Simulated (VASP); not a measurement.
# F2CH2 in VASP: further runs

Runs on F2CH2. Level: PBE+D3(BJ). Tasks: single point, relaxation of the atoms.

Everything below comes from runs of VASP 6.6.1. Logs are shortened: lines on timing, memory, paths and dates and some standing lists are left out, and cuts for length are marked.

**1. The cell of the first run**

The cell holds a molecule in a box, 5 atoms: a = 14.000 Å, b = 14.500 Å, c = 15.000 Å, α = 90.00°, β = 90.00°, γ = 90.00°.

**2. Single point, PBE+D3(BJ)**

INCAR reads:

```
SYSTEM = H2CF2
PREC     = Accurate       ! precision mode
ENCUT    = 520            ! plane-wave cutoff, eV
EDIFF    = 1E-6           ! SCF threshold, eV
ISMEAR   = 0              ! smearing method
SIGMA    = 0.005          ! smearing width, eV
LREAL    = .False.        ! projectors in reciprocal space
LASPH    = .True.         ! aspherical terms in the spheres
NELM     = 80             ! most SCF steps
ALGO     = Normal         ! electronic algorithm
ISIF     = 2              ! what is computed and relaxed
LWAVE    = .False.        ! write WAVECAR
LCHARG   = .True.         ! write CHGCAR
GGA      = PE             ! functional
IVDW     = 12             ! dispersion correction
LELF     = .True.         ! ELF
LVHAR    = .True.       
NBANDS   = 18             ! bands
ISYM     = 0
```

KPOINTS reads:

```
Automatic mesh
0
Gamma
  1 1 1
  0 0 0
```

POSCAR reads:

```
H2CF2
1.0
   14.0000000000      0.0000000000      0.0000000000
    0.0000000000     14.5000000000      0.0000000000
    0.0000000000      0.0000000000     15.0000000000
F C H
2 1 2
Direct
    0.4198883195      0.4473482703      0.4911038842
    0.5787767448      0.4527363590      0.4899207597
    0.4973795721      0.5048910764      0.4955912443
    0.4966519782      0.5401709978      0.5605233287
    0.4951695382      0.5522338434      0.4383109351
```

Potentials or basis: VASP PAW PBE potentials, release 64 (F, C, H).

Launch:

```console
$ cat potpaw_PBE.64/F/POTCAR potpaw_PBE.64/C/POTCAR potpaw_PBE.64/H/POTCAR > POTCAR
$ mpirun -np 1 vasp_gam > vasp.out
```

OUTCAR:

```text
SYSTEM = H2CF2
   PREC = Accurate
   ENCUT = 520
   EDIFF = 1E-6
   ISMEAR = 0
   LREAL = .False.
   LASPH = .True.
   NELM = 80
   ISIF = 2
   GGA = PE
   IVDW = 12
   ISYM = 0
 IVDW          = 12

 ion  position               nearest neighbor table
   1  0.420  0.447  0.491-   3 1.37
   2  0.579  0.453  0.490-   3 1.37
   3  0.497  0.505  0.496-   5 1.10   4 1.10   1 1.37   2 1.37
   4  0.497  0.540  0.561-   3 1.10
   5  0.495  0.552  0.438-   3 1.10

IMPORTANT INFORMATION: All symmetrisations will be switched off!
NOSYMM: (Re-)initialisation of all symmetry stuff for point group C_1.

----------------------------------------------------------------------------------------

                                     Primitive cell

  volume of cell :    3045.0000

  direct lattice vectors                    reciprocal lattice vectors
    14.000000000  0.000000000  0.000000000     0.071428571  0.000000000  0.000000000
     0.000000000 14.500000000  0.000000000     0.000000000  0.068965517  0.000000000
     0.000000000  0.000000000 15.000000000     0.000000000  0.000000000  0.066666667

  length of vectors
    14.000000000 14.500000000 15.000000000     0.071428571  0.068965517  0.066666667

  position of ions in fractional coordinates (direct lattice)
     0.419888319  0.447348270  0.491103884
     0.578776745  0.452736359  0.489920760
     0.497379572  0.504891076  0.495591244
     0.496651978  0.540170998  0.560523329
     0.495169538  0.552233843  0.438310935

  ion indices of the primitive-cell ions
   primitive index   ion index
                 1           1
                 2           2
                 3           3
                 4           4
                 5           5

----------------------------------------------------------------------------------------

 KPOINTS: Automatic mesh

Automatic generation of k-mesh.
 Grid dimensions read from file:
 generate k-points for:    1    1    1

 Generating k-lattice:

  Cartesian coordinates                     Fractional coordinates (reciprocal lattice)
     0.071428571  0.000000000  0.000000000     1.000000000  0.000000000  0.000000000
     0.000000000  0.068965517  0.000000000     0.000000000  1.000000000  0.000000000
     0.000000000  0.000000000  0.066666667     0.000000000  0.000000000  1.000000000

  Length of vectors
     0.071428571  0.068965517  0.066666667

  Shift w.r.t. Gamma in fractional coordinates (k-lattice)
     0.000000000  0.000000000  0.000000000

 Subroutine IBZKPT returns following result:
 ===========================================

 Found      1 irreducible k-points:

 Following reciprocal coordinates:
            Coordinates               Weight
  0.000000  0.000000  0.000000      1.000000
   k-points           NKPTS =      1   k-points in BZ     NKDIM =      1   number of bands    NBANDS=     18
   number of dos      NEDOS =    301   number of ions     NIONS =      5
   total plane-waves  NPLWV = ******
   dimension x,y,z NGX =   108 NGY =  108 NGZ =  112
   dimension x,y,z NGXF=   216 NGYF=  216 NGZF=  224
   ions per type =               2   1   2
   NGX,Y,Z   is equivalent  to a cutoff of  12.82, 12.38, 12.41 a.u.
   NGXF,Y,Z  is equivalent  to a cutoff of  25.65, 24.76, 24.83 a.u.
 SYSTEM =  H2CF2
   PREC   = accura    normal or accurate (medium, high low for compatibility)
   ISTART =      0    job   : 0-new  1-cont  2-samecut
   ICHARG =      2    charge: 1-file 2-atom 10-const
   ISPIN  =      1    spin polarized calculation?
   LNONCOLLINEAR =      F non collinear calculations
   LSORBIT =      F    spin-orbit coupling
   LASPH  =      T    aspherical Exc in radial PAW
   ENCUT  =  520.0 eV  38.22 Ry    6.18 a.u.  26.03 26.96 27.89*2*pi/ulx,y,z
   NELM   =     80;   NELMIN=  2; NELMDL= -5     # of ELM steps
   EDIFF  = 0.1E-05   stopping-criterion for ELM
   LREAL  =      F    real-space projection
   EDIFFG = 0.1E-04   stopping-criterion for IOM
   NSW    =      0    number of steps for IOM
   IBRION =     -1    ionic relax: 0-MD 1-quasi-New 2-CG
   NFREE  =      0    steps in history (QN), initial steepest desc. (CG)
   ISIF   =      2    stress and relaxation
   ISYM   =      0    0-nonsym 1-usesym 2-fastsym
   POTIM  = 0.5000    time-step for ionic-motion
   TEBEG  =    0.0;   TEEND  =   0.0 temperature during run
   PSTRESS=    0.0 pullay stress
   NELECT =      20.0000    total number of electrons
   NUPDOWN=      -1.0000    fix difference up-down
   EMIN   =  10.00;   EMAX   =-10.00  energy-range for DOS
   EFERMI =   0.00;   METHOD = LEGACY
   ISMEAR =     0;   SIGMA  =   0.01  broadening in eV -4-tet -1-fermi 0-gaus
   EFERMI_NEDOS =   21; number of points for ismear=-14 and -15
   IALGO  =     38    algorithm
   IMIX   =      4    mixing-type and parameters
     AMIX     =   0.40;   BMIX     =  1.00
     AMIX_MAG =   1.60;   BMIX_MAG =  1.00
  volume/ion in A,a.u.               =     609.00      4109.73
  Fermi-wavevector in a.u.,A,eV,Ry     =   0.306588  0.579368  1.278899  0.093996
  Thomas-Fermi vector in A             =   1.180679
   LORBIT       =      0    0 simple, 1 ext, 2 COOP (PROOUT), +10 PAW based schemes
   GGA     = PE    functional components
   LHFCALC =     F    Hartree Fock is set to
   AEXX    =    0.0000 exact exchange contribution
   IVDW    =    12    specifies the selected vdW correction
   LEPSILON=     F    determine dielectric tensor
   LRPA    =     F    only Hartree local field effects (RPA)
 non-spin polarized calculation
 Gauss-broadening in eV      SIGMA  =   0.01
  energy-cutoff  :      520.00
  volume of cell :     3045.00
 maximum number of plane-waves:     40942
 NGX is ok and might be reduce to   108
   NGX = 53   NGY = 53   NGZ = 55

 number of electron      19.9999996 magnetization

 Free energy of the ion-electron system (eV)
  ---------------------------------------------------
  ext. energy  EPLUGINS =         0.00000000
  ---------------------------------------------------
  free energy    TOTEN  =       -24.40010823 eV

  energy without entropy =      -24.40010823  energy(sigma->0) =      -24.40010823

 E-fermi :  -8.0659     XC(G=0):  -0.2984

 val. band max:       -8.1297206834   @ k =   0.0000   0.0000   0.0000
 cond. band min:      -0.4268811715   @ k =   0.0000   0.0000   0.0000
 fundamental gap:      7.7028395119
 Fermi energy:        -8.0658681291

 k-point     1 :       0.0000    0.0000    0.0000
  band No.  band energies     occupation
      1     -31.4412      2.00000
      2     -30.0053      2.00000
      3     -17.4793      2.00000
      4     -13.3408      2.00000
      5     -13.3153      2.00000
      6     -13.2891      2.00000
[... 10 lines left out ...]
     17       0.7441      0.00000
     18       0.9833      0.00000

------------------------ aborting loop because EDIFF is reached ----------------------------------------

 Edisp (eV)   -0.03893

 E8    (eV) :    -0.0103

  FORCE on cell =-STRESS in cart. coord.  units (eV):
  Direction    XX          YY          ZZ          XY          YZ          ZX
  --------------------------------------------------------------------------------------
  -------------------------------------------------------------------------------------
  Total       0.53958     0.20095    -0.11380     0.01192     0.03128    -0.00618
  in kB       0.28391     0.10574    -0.05988     0.00627     0.01646    -0.00325
  external pressure =        0.11 kB  Pullay stress =        0.00 kB

 VOLUME and BASIS-vectors are now :
 -----------------------------------------------------------------------------
  energy-cutoff  :      520.00
  volume of cell :     3045.00
      direct lattice vectors                 reciprocal lattice vectors
    14.000000000  0.000000000  0.000000000     0.071428571  0.000000000  0.000000000
     0.000000000 14.500000000  0.000000000     0.000000000  0.068965517  0.000000000
     0.000000000  0.000000000 15.000000000     0.000000000  0.000000000  0.066666667

 POSITION                                       TOTAL-FORCE (eV/Angst)
 -----------------------------------------------------------------------------------
      5.87844      6.48655      7.36656        -0.292662     -0.219619     -0.017297
      8.10287      6.56468      7.34881         0.306572     -0.198569     -0.023657
      6.96331      7.32092      7.43387        -0.013492      0.410376      0.039597
      6.95313      7.83248      8.40785        -0.000060      0.002977      0.008461
      6.93237      8.00739      6.57466        -0.000358      0.004835     -0.007104
 -----------------------------------------------------------------------------------
    total drift:                                0.000192     -0.001720     -0.001394

  FREE ENERGIE OF THE ION-ELECTRON SYSTEM (eV)
  ---------------------------------------------------
  free  energy   TOTEN  =       -24.4390375685 eV

  energy  without entropy=      -24.4390375685  energy(sigma->0) =      -24.43903757
```

Wall time 6.2 min (1 thread of Intel Xeon Platinum 8488C (Sapphire Rapids), shared host); peak memory 1.9 GiB.

What came out:

```yaml
Free_energy: -24.4390 eV
Largest_force: 0.413 eV/Å
Gap_between_the_frontier_levels: 7.70 eV
Dispersion_energy_per_atom: -0.008 eV
```

Forces on the atoms (eV/Å):
```
F   -0.293 -0.220 -0.017
F    0.307 -0.199 -0.024
C   -0.013  0.410  0.040
H    0.000  0.003  0.008
H    0.000  0.005 -0.007
```

Levels at points of the mesh, in eV from the valence-band top:
| k point | band 8 | band 9 | band 10 | band 11 | band 12 | band 13 |
| --- | --- | --- | --- | --- | --- | --- |
| (0.00, 0.00, 0.00) | -1.74 | -1.36 | 0.00 | 7.70 | 8.33 | 8.37 |

[end of part 1 of 2]
